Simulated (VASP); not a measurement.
# ZnS (Cmmm) in VASP: relaxation of cell and atoms with PBE

Aim: the relaxation of cell and atoms of ZnS with PBE.

All numbers are computed with VASP 6.6.1; they aren't measurements. Logs are shortened: lines on timing, memory, paths and dates and some standing lists are left out, and cuts for length are marked.

## 1. The cell of the first run

The structure is orthorhombic, space group Cmmm (No. 65). The conventional cell has a = 5.301 Å, b = 7.641 Å, c = 3.828 Å, α = 90.00°, β = 90.00°, γ = 90.00°. Within 3.6 Å of Zn (site symmetry 2/m) lie 2 Zn at 2.65 Å and 8 S at 2.72 to 3.60 Å. S (site symmetry 2mm) has 1 S at 2.09 Å and 4 Zn at 2.72 Å within 2.8 Å.

The cell was generated, and may not be a known phase.

## 2. Relaxation of cell and atoms, PBE

The input, INCAR:

```
SYSTEM = ZnS
  PREC = Accurate
  ENCUT = 600
  EDIFF = 1E-6
  ISMEAR = 0
  SIGMA = 0.1
  LREAL = .FALSE.
  LASPH = .TRUE.
  NELM = 100
  ALGO = Normal
  ISIF = 3
  LWAVE = .FALSE.
  LCHARG = .FALSE.
  GGA = PE
  IBRION = 2
  NSW = 100
  EDIFFG = -0.01
```

The input, KPOINTS:

```
regular mesh
0
G
  10 10 12
  0 0 0
```

The input, POSCAR:

```
ZnS
1.0
    2.6506496495     -3.8203397378      0.0000000000
    2.6506496495      3.8203397378      0.0000000000
    0.0000000000      0.0000000000      3.8282637998
Zn S
2 2
Direct
    0.0000000000      0.5000000000      0.5000000000
    0.5000000000      0.0000000000      0.5000000000
    0.3027037096      0.3027037096      0.0000000000
    0.6972962904      0.6972962904      0.0000000000
```

Potentials or basis: VASP PAW PBE potentials, release 64 (Zn, S).

Launch:

```console
> cat potpaw_PBE.64/Zn/POTCAR potpaw_PBE.64/S/POTCAR > POTCAR
> mpirun -np 1 vasp_std > vasp.out
```

OUTCAR:

```text
SYSTEM = ZnS
   PREC = Accurate
   ENCUT = 600
   EDIFF = 1E-6
   ISMEAR = 0
   LREAL = .FALSE.
   LASPH = .TRUE.
   NELM = 100
   ISIF = 3
   GGA = PE
   IBRION = 2
   NSW = 100
   EDIFFG = -0.01

 ion  position               nearest neighbor table
   1  0.000  0.500  0.500-   2 2.65   2 2.65   4 2.72   3 2.72   4 2.72   3 2.72
   2  0.500  0.000  0.500-   1 2.65   1 2.65   4 2.72   3 2.72   4 2.72   3 2.72
   3  0.303  0.303  0.000-   4 2.09   2 2.72   1 2.72   1 2.72   2 2.72
   4  0.697  0.697  0.000-   3 2.09   2 2.72   1 2.72   1 2.72   2 2.72

  LATTYP: Found a base centered orthorhombic cell.
 ALAT       =     5.3012992990
 B/A-ratio  =     1.4412843050
 C/A-ratio  =     0.7221368921

  Lattice vectors:

 A1 = (   2.6506496495,  -3.8203397378,   0.0000000000)
 A2 = (   2.6506496495,   3.8203397378,   0.0000000000)
 A3 = (   0.0000000000,   0.0000000000,   3.8282637998)

Analysis of symmetry for initial positions (statically):
=====================================================================
 Subroutine PRICEL returns:
 Original cell was already a primitive cell.

 Routine SETGRP: Setting up the symmetry group for a
 base centered orthorhombic supercell.

 Subroutine GETGRP returns: Found  8 space group operations
 (whereof  8 operations were pure point group operations)
 out of a pool of  8 trial point group operations.

The static configuration has the point symmetry D_2h.

Analysis of symmetry for dynamics (positions and initial velocities):
=====================================================================
 Subroutine PRICEL returns:
 Original cell was already a primitive cell.

 Routine SETGRP: Setting up the symmetry group for a
 base centered orthorhombic supercell.

 Subroutine GETGRP returns: Found  8 space group operations
 (whereof  8 operations were pure point group operations)
 out of a pool of  8 trial point group operations.

The dynamic configuration has the point symmetry D_2h.

 Subroutine INISYM returns: Found  8 space group operations
 (whereof  8 operations are pure point group operations),
 and found     1 'primitive' translations

----------------------------------------------------------------------------------------

                                     Primitive cell

  volume of cell :      77.5329

  direct lattice vectors                    reciprocal lattice vectors
     2.650649650 -3.820339738  0.000000000     0.188633002 -0.130878412  0.000000000
     2.650649650  3.820339738  0.000000000     0.188633002  0.130878412  0.000000000
     0.000000000  0.000000000  3.828263800     0.000000000  0.000000000  0.261215019

  length of vectors
     4.649832177  4.649832177  3.828263800     0.229590000  0.229590000  0.261215019

  position of ions in fractional coordinates (direct lattice)
     0.000000000  0.500000000  0.500000000
     0.500000000  0.000000000  0.500000000
     0.302703710  0.302703710  0.000000000
     0.697296290  0.697296290  0.000000000

  ion indices of the primitive-cell ions
   primitive index   ion index
                 1           1
                 2           2
                 3           3
                 4           4

----------------------------------------------------------------------------------------

 KPOINTS: regular mesh

Automatic generation of k-mesh.
 Grid dimensions read from file:
 generate k-points for:   10   10   12

 Generating k-lattice:

  Cartesian coordinates                     Fractional coordinates (reciprocal lattice)
     0.018863300 -0.013087841  0.000000000     0.100000000  0.000000000  0.000000000
     0.018863300  0.013087841  0.000000000     0.000000000  0.100000000  0.000000000
     0.000000000  0.000000000  0.021767918     0.000000000  0.000000000  0.083333333

  Length of vectors
     0.022959000  0.022959000  0.021767918

  Shift w.r.t. Gamma in fractional coordinates (k-lattice)
     0.000000000  0.000000000  0.000000000

 Subroutine IBZKPT returns following result:
 ===========================================

 Found    217 irreducible k-points:

 Following reciprocal coordinates:
            Coordinates               Weight
  0.000000  0.000000  0.000000      1.000000
  0.100000  0.000000  0.000000      4.000000
  0.200000  0.000000  0.000000      4.000000
  0.300000 -0.000000  0.000000      4.000000
  0.400000  0.000000  0.000000      4.000000
  0.500000  0.000000  0.000000      2.000000
[... 16 lines left out ...]
  0.300000  0.300000  0.000000      2.000000
  0.400000  0.300000  0.000000      4.000000
 [... further k-points ...]
   k-points           NKPTS =    217   k-points in BZ     NKDIM =    217   number of bands    NBANDS=     22
   number of dos      NEDOS =    301   number of ions     NIONS =      4
   total plane-waves  NPLWV =  51200
   dimension x,y,z NGX =    40 NGY =   40 NGZ =   32
   dimension x,y,z NGXF=    80 NGYF=   80 NGZF=   64
   ions per type =               2   2
   NGX,Y,Z   is equivalent  to a cutoff of  14.30, 14.30, 13.90 a.u.
   NGXF,Y,Z  is equivalent  to a cutoff of  28.60, 28.60, 27.79 a.u.
 SYSTEM =  ZnS
   PREC   = accura    normal or accurate (medium, high low for compatibility)
   ISTART =      0    job   : 0-new  1-cont  2-samecut
   ICHARG =      2    charge: 1-file 2-atom 10-const
   ISPIN  =      1    spin polarized calculation?
   LNONCOLLINEAR =      F non collinear calculations
   LSORBIT =      F    spin-orbit coupling
   LASPH  =      T    aspherical Exc in radial PAW
   ENCUT  =  600.0 eV  44.10 Ry    6.64 a.u.   9.29  9.29  7.65*2*pi/ulx,y,z
   NELM   =    100;   NELMIN=  2; NELMDL= -5     # of ELM steps
   EDIFF  = 0.1E-05   stopping-criterion for ELM
   LREAL  =      F    real-space projection
   EDIFFG = -.1E-01   stopping-criterion for IOM
   NSW    =    100    number of steps for IOM
   IBRION =      2    ionic relax: 0-MD 1-quasi-New 2-CG
   NFREE  =      1    steps in history (QN), initial steepest desc. (CG)
   ISIF   =      3    stress and relaxation
   ISYM   =      2    0-nonsym 1-usesym 2-fastsym
   POTIM  = 0.5000    time-step for ionic-motion
   TEBEG  =    0.0;   TEEND  =   0.0 temperature during run
   PSTRESS=    0.0 pullay stress
   NELECT =      36.0000    total number of electrons
   NUPDOWN=      -1.0000    fix difference up-down
   EMIN   =  10.00;   EMAX   =-10.00  energy-range for DOS
   EFERMI =   0.00;   METHOD = LEGACY
   ISMEAR =     0;   SIGMA  =   0.10  broadening in eV -4-tet -1-fermi 0-gaus
   EFERMI_NEDOS =   21; number of points for ismear=-14 and -15
   IALGO  =     38    algorithm
   IMIX   =      4    mixing-type and parameters
     AMIX     =   0.40;   BMIX     =  1.00
     AMIX_MAG =   1.60;   BMIX_MAG =  1.00
  volume/ion in A,a.u.               =      19.38       130.80
  Fermi-wavevector in a.u.,A,eV,Ry     =   1.267692  2.395590 21.865133  1.607042
  Thomas-Fermi vector in A             =   2.400826
   LORBIT       =      0    0 simple, 1 ext, 2 COOP (PROOUT), +10 PAW based schemes
   GGA     = PE    functional components
   LHFCALC =     F    Hartree Fock is set to
   AEXX    =    0.0000 exact exchange contribution
   IVDW    =     0    specifies the selected vdW correction
   LEPSILON=     F    determine dielectric tensor
   LRPA    =     F    only Hartree local field effects (RPA)
 conjugate gradient relaxation of ions
 non-spin polarized calculation
 Gauss-broadening in eV      SIGMA  =   0.10
  energy-cutoff  :      600.00
  volume of cell :       77.53
 maximum number of plane-waves:      2624
 NGX is ok and might be reduce to    40
   NGX = 19   NGY = 19   NGZ = 15

--------------------------------------- Ionic step        1  -------------------------------------------

 number of electron      35.9999986 magnetization

 Free energy of the ion-electron system (eV)
  ---------------------------------------------------
  ext. energy  EPLUGINS =         0.00000000
  ---------------------------------------------------
  free energy    TOTEN  =       -10.23931933 eV

  energy without entropy =      -10.23413360  energy(sigma->0) =      -10.23672647

------------------------ aborting loop because EDIFF is reached ----------------------------------------

  FORCE on cell =-STRESS in cart. coord.  units (eV):
  Direction    XX          YY          ZZ          XY          YZ          ZX
  --------------------------------------------------------------------------------------
  -------------------------------------------------------------------------------------
  Total       -0.2317665     -0.0995094     -0.1013396      0.0000000      0.0000000      0.0000000
  in kB       -4.7893331     -2.0563104     -2.0941306      0.0000000      0.0000000      0.0000000
  external PRESSURE =      -2.9799247 kB  Pullay stress =       0.0000000 kB
[... 61 lines left out ...]
  energy  without entropy=      -10.2352836713  energy(sigma->0) =      -10.23782059

--------------------------------------- Ionic step        3  -------------------------------------------

 number of electron      35.9999984 magnetization

 E-fermi :   3.7084     XC(G=0): -10.0058

 val. band max:        3.7041390497   @ k =   0.5000   0.2000   0.1667
 cond. band min:       3.7091653880   @ k =   0.1000   0.1000   0.3333
 fundamental gap:      0.0050263383
 Fermi energy:         3.7083586115

 k-point     1 :       0.0000    0.0000    0.0000
  band No.  band energies     occupation
      1     -12.2499      2.00000
      2      -7.5577      2.00000
      3      -3.8956      2.00000
      4      -3.8361      2.00000
      5      -3.4424      2.00000
      6      -3.3169      2.00000
[... 702 lines left out ...]
  energy  without entropy=      -10.2369482066  energy(sigma->0) =      -10.23948123

--------------------------------------- Ionic step        6  -------------------------------------------

 number of electron      35.9999993 magnetization

 Free energy of the ion-electron system (eV)
  ---------------------------------------------------
  ext. energy  EPLUGINS =         0.00000000
  ---------------------------------------------------
  free energy    TOTEN  =       -10.24200974 eV

  energy without entropy =      -10.23694467  energy(sigma->0) =      -10.23947720

 E-fermi :   3.6869     XC(G=0):  -9.9802

 val. band max:        3.6866689338   @ k =   0.5000   0.0000   0.0000
 cond. band min:       3.6931249156   @ k =   0.5000   0.2000   0.1667
 fundamental gap:      0.0064559817
 Fermi energy:         3.6869169450

 k-point     1 :       0.0000    0.0000    0.0000
  band No.  band energies     occupation
      1     -12.2806      2.00000
      2      -7.6164      2.00000
      3      -3.8967      2.00000
      4      -3.8413      2.00000
      5      -3.4555      2.00000
      6      -3.3410      2.00000
[... 622 lines left out ...]
  FREE ENERGIE OF THE ION-ELECTRON SYSTEM (eV)
  ---------------------------------------------------
  free  energy   TOTEN  =       -10.2420097433 eV

  energy  without entropy=      -10.2369446653  energy(sigma->0) =      -10.23947720

 reached required accuracy - stopping structural energy minimisation
```

Wall time 19 min (1 thread of AMD EPYC 7R13, shared host); peak memory 0.49 GiB.

What came out:

```
Free energy                           : -10.2420 eV
Relaxed volume                        : 19.41 Å³/atom
Relaxed cell                          : a = 4.652 Å, b = 4.652 Å, c = 3.821 Å, α = 90.00°, β = 90.00°, γ = 110.11°
Space group after relaxing (to 0.1 Å) : Cmmm (No. 65)
Energy gained by relaxing             : 0.7 meV/atom
Ionic steps                           : 6
Pressure after relaxing               : 0.0 GPa
Band gap on the k mesh                : zero (bands 18 and 19 overlap by 1.23 eV)
```

Step by step:
```tsv
step	energy change (eV)	largest force (eV/Å)	pressure (GPa)	volume (Å³)
1	0.0000	0.2114	-0.30	77.53
2	-0.0010	0.0966	0.39	77.13
3	-0.0017	0.0263	0.11	77.28
4	-0.0021	0.0188	0.11	77.38
5	-0.0027	0.0019	-0.09	77.69
6	-0.0027	0.0004	0.00	77.65
```

Final structure:
```yaml
crystal:
  lattice:
    - [2.66468, -3.81305, 0.00000]
    - [2.66468, 3.81305, 0.00000]
    - [0.00000, 0.00000, 3.82108]
  atoms:
    - { symbol: Zn, position: [0.00000, 0.50000, 0.50000] }
    - { symbol: Zn, position: [0.50000, 0.00000, 0.50000] }
    - { symbol: S, position: [0.30536, 0.30536, 0.00000] }
    - { symbol: S, position: [0.69464, 0.69464, 0.00000] }
```
